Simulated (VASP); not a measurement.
Input of a VASP 6.6.1 run:

The input POSCAR:

```
SrCu2S2
1.0
    1.9982014600      3.4609861300      0.0000000000
   -1.9982014600      3.4609861300      0.0000000000
    0.0000000000      0.0000000000      6.6163798000
Cu Sr S
2 1 2
Direct
    0.3333000000      0.3334000000      0.3764900000
    0.6667000000      0.6666000000      0.6235100000
    0.0000000000      0.0000000000      0.0000000000
    0.3333000000      0.3334000000      0.7463000000
    0.6667000000      0.6666000000      0.2537000000
```

INCAR.step1

```
PREC = Accurate
ENCUT = 520
ISMEAR = -1
SIGMA = 0.1
LREAL = F
LASPH = T
NELM = 80
NBANDS = 30
GGA = PE
ALGO = Normal
EDIFF = 1E-4
LWAVE = T
LCHARG = F
```

Contents of INCAR.step2:

```
PREC = Accurate
ENCUT = 520
EDIFF = 1E-6
ISMEAR = -1
SIGMA = 0.1
LREAL = F
LASPH = T
NELM = 80
ALGO = Normal
ISIF = 2
LWAVE = F
LCHARG = F
METAGGA = R2SCAN
LMIXTAU = T
NBANDS = 30
ISTART = 1
```

The input KPOINTS:

```
Automatic mesh
0
Gamma
  5 5 3
```

Potentials or basis: VASP PAW PBE potentials, release 64 (Cu, Sr_sv, S).

The run is started by

```sh
$ cat potpaw_PBE.64/Cu/POTCAR potpaw_PBE.64/Sr_sv/POTCAR potpaw_PBE.64/S/POTCAR > POTCAR
$ cp INCAR.step1 INCAR
$ mpirun -np 1 vasp_std > vasp.out
$ cp INCAR.step2 INCAR
$ mpirun -np 1 vasp_std > vasp.out
```

Problem. Predict the pressure.

Solution. 1.2 GPa.

Problem. Predict the band gap on the k mesh.

Solution. 1.56 eV.

Problem. What does it give for the largest force?

Solution. 1.265 eV/Å.

Stress tensor (GPa, compression positive):
```
1.14 0.00 0.00
0.00 1.13 0.00
0.00 0.00 1.29
```

Caveat: the PAW data sets were made with another functional, which shifts forces and pressure a little.
